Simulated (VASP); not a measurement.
Write the native input for VASP 6.6.1 that does the following.

| Property | Result |
| --- | --- |
| Task | relaxation of cell and atoms |
| Functional | PBEsol |
| Potentials or basis | VASP PAW PBE potentials, release 64 (Be, S) |
| Cutoff | 600 eV |
| k mesh | 8 × 8 × 8 |
| Occupations | fermi-dirac, width 0.02 eV |
| Spin | no spin polarisation |
| Dipole correction | no |
| Further INCAR settings | ALGO = Normal; EDIFF = 1e-07; IBRION = 2; EDIFFG = -0.005; NSW = 80; ISIF = 3 |

The structure of BeS lies in POSCAR:

```
BeS
1.0
    0.0000000000      2.4380594454      2.4380594454
    2.4380594454      0.0000000000      2.4380594454
    2.4380594454      2.4380594454      0.0000000000
Be S
1 1
Direct
    0.0000000000      0.0000000000      0.0000000000
    0.7500000000      0.7500000000      0.7500000000
```

One way to write it, as run:

INCAR

```
SYSTEM = BeS
PREC     = Accurate       ! precision mode
ENCUT    = 600            ! plane-wave cutoff, eV
EDIFF    = 1E-7           ! SCF threshold, eV
ISMEAR   = -1             ! smearing method
SIGMA    = 0.02           ! smearing width, eV
LREAL    = .False.        ! projectors in reciprocal space
LASPH    = .True.         ! aspherical terms in the spheres
NELM     = 60             ! most SCF steps
ALGO     = Normal         ! electronic algorithm
ISIF     = 3              ! what is computed and relaxed
LWAVE    = .False.        ! write WAVECAR
LCHARG   = .False.        ! write CHGCAR
GGA      = PS             ! functional
IBRION   = 2              ! ionic algorithm
NSW      = 80             ! ionic steps
EDIFFG   = -0.005         ! ionic threshold
```

KPOINTS

```
regular mesh
0
Gamma
  8 8 8
  0 0 0
```

Potentials or basis: VASP PAW PBE potentials, release 64 (Be, S).

Launch:

```bash
$ cat potpaw_PBE.64/Be/POTCAR potpaw_PBE.64/S/POTCAR > POTCAR
$ mpirun -np 1 vasp_std > vasp.out
```

Results of the run:

The relaxed volume is 14.18 Å³/atom, the relaxed cell is a = 3.423 Å, b = 3.423 Å, c = 3.423 Å, α = 60.00°, β = 60.00°, γ = 60.00° and the space group after relaxing (to 0.05 Å) is F-43m (No. 216). The energy gained by relaxing is 2.0 meV/atom and the ionic steps are 3. The pressure after relaxing is 0.0 GPa. The band gap on the k mesh is 2.92 eV, indirect (least direct gap 5.61 eV).

Caveat: the PAW data sets were made with another functional, which shifts forces and pressure a little.

It took 17 s on 1 thread of Intel(R) Xeon(R) Platinum 8259CL CPU @ 2.50GHz (Skylake/Cascade Lake), with other jobs on the host, peak memory 0.15 GiB.
